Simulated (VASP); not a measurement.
Input of a VASP 6.6.1 run:

The input INCAR:

```
SYSTEM = TiCo
PREC = Accurate ; ENCUT = 520
EDIFF = 1E-6 ; ISMEAR = -1
SIGMA = 0.05 ; LREAL = .False.
LASPH = .True. ; NELM = 150
ALGO = Fast ; ISIF = 2
LWAVE = .False. ; LCHARG = .True.
ISPIN = 2 ; MAGMOM = 2 1
LORBIT = 11 ; LMAXMIX = 4
LELF = .True. ; LVHAR = .True.
NBANDS = 22
```

The input KPOINTS:

```
Automatic mesh
0
Gamma
  9 9 9
  0 0 0
```

POSCAR

```
TiCo
1.0
    2.9861109900      0.0000000000      0.0000000000
    0.0000000000      2.9861109900      0.0000000000
    0.0000000000      0.0000000000      2.9861109900
Co Ti
1 1
Direct
    0.5000000000      0.5000000000      0.5000000000
    0.0000000000      0.0000000000      0.0000000000
```

Potentials or basis: VASP PAW LDA potentials, release 64 (Co, Ti_sv).

Run with:

```sh
$ cat potpaw_LDA.64/Co/POTCAR potpaw_LDA.64/Ti_sv/POTCAR > POTCAR
$ mpirun -np 1 vasp_std > vasp.out
```

Predict the net moment.

0.44 μB per cell.

What does it give for the pressure?

-14.8 GPa.

Predict the site moments.

Co +0.46; Ti -0.01 μB.
